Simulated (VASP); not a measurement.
Crystal: MgO.

```
Mg O
1.0
     0.00000    2.12685    2.12685
     2.12685    0.00000    2.12685
     2.12685    2.12685    0.00000
Mg O
1 1
Direct
  0.00000 0.00000 0.00000
  0.50000 0.50000 0.50000
```

```yaml
Program: VASP 6.6.1
Task: relaxation of cell and atoms
Functional: PBEsol
Potentials_or_basis: VASP PAW PBE potentials, release 64 (Mg, O)
Cutoff: 600 eV
k_mesh: 10 × 10 × 10
Occupations: gaussian, width 0.02 eV
Spin: no spin polarisation
```

At the start: pressure -4.9 GPa; volume 9.62 Å³/atom.

How do energy, volume and symmetry change on relaxing?

Over 3 steps the energy falls by 4.9 meV/atom and the volume is 9.31 Å³/atom (-3.2 %); space group Fm-3m (No. 225, to 0.05 Å).

The path:
| step | energy change (eV) | largest force (eV/Å) | pressure (GPa) | volume (Å³) |
| --- | --- | --- | --- | --- |
| 1 | 0.0000 | 0.0000 | -4.91 | 19.24 |
| 2 | -0.0087 | 0.0000 | 1.69 | 18.43 |
| 3 | -0.0097 | 0.0000 | 0.00 | 18.62 |

Final structure:
```xyz
2
Lattice="0.0000 2.1038 2.1038 2.1038 0.0000 2.1038 2.1038 2.1038 0.0000" Properties=species:S:1:pos:R:3 pbc="T T T"
Mg    0.0000    0.0000    0.0000
O     2.1038    2.1038    2.1038
```

Caveat: the PAW data sets were made with another functional, which shifts forces and pressure a little.
